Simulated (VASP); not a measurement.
Here is a VASP 6.6.1 calculation.

INCAR

```
SYSTEM = Pd
ALGO = Normal
EDIFF = 1E-6
ENCUT = 520
ISIF = 2
ISMEAR = -1
ISPIN = 2
LASPH = .TRUE.
LCHARG = .FALSE.
LMAXMIX = 4
LORBIT = 11
LREAL = .FALSE.
LWAVE = .FALSE.
MAGMOM = 0.5
NBANDS = 15
NELM = 150
PREC = Accurate
SIGMA = 0.05
```

File KPOINTS:

```
k-points
0
G
  23 23 23
  0 0 0
```

POSCAR

```
Pd
1.0
    0.0000000000      1.9701765899      1.9701765899
    1.9701765899      0.0000000000      1.9701765899
    1.9701765899      1.9701765899      0.0000000000
Pd
1
Direct
    0.0000000000      0.0000000000      0.0000000000
```

Potentials or basis: VASP PAW LDA potentials, release 64 (Pd).

Command:

```sh
$ cat potpaw_LDA.64/Pd/POTCAR > POTCAR
$ mpirun -np 1 vasp_std > vasp.out
```

**Question.** Estimate the net moment.

**Answer.** 0.00 μB per cell.

**Question.** Estimate the band gap on the k mesh.

**Answer.** Zero (filled and empty bands overlap).

**Question.** What does it give for the pressure?

**Answer.** -14.1 GPa.
